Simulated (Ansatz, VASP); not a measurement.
# Mo in VASP and in Ansatz

```
Mo
1.0
    -1.57524    1.57524    1.57524
     1.57524   -1.57524    1.57524
     1.57524    1.57524   -1.57524
Mo
1
Direct
  0.00000 0.00000 0.00000
```

Alike in both runs: functional r2SCAN; k mesh 18 × 18 × 18; occupations gaussian, width 0.1 eV; no spin polarisation.

Ansatz relaxed the structure, and its values are those at the end. VASP's run is a single point on that final structure, the one shown.

|  | VASP | Ansatz |
| --- | --- | --- |
| version | VASP 6.6.1 | Ansatz 0.2.0 |
| potentials or method | VASP PAW PBE potentials, release 64 (Mo_sv), cutoff 520 eV | scalar-relativistic, plane waves, PAW |
| valence electrons in the cell | 14 | 14 |

|  | VASP | Ansatz | Ansatz less VASP |
| --- | --- | --- | --- |
| gap on the k mesh at the Fermi level (eV) | none | none | - |
| pressure (GPa) | 1.1 | 0.0 | -1.13 |

VASP's potentials were made for PBE, not for r2SCAN. A gap of «none» marks a metal or a gap that the smearing closes.
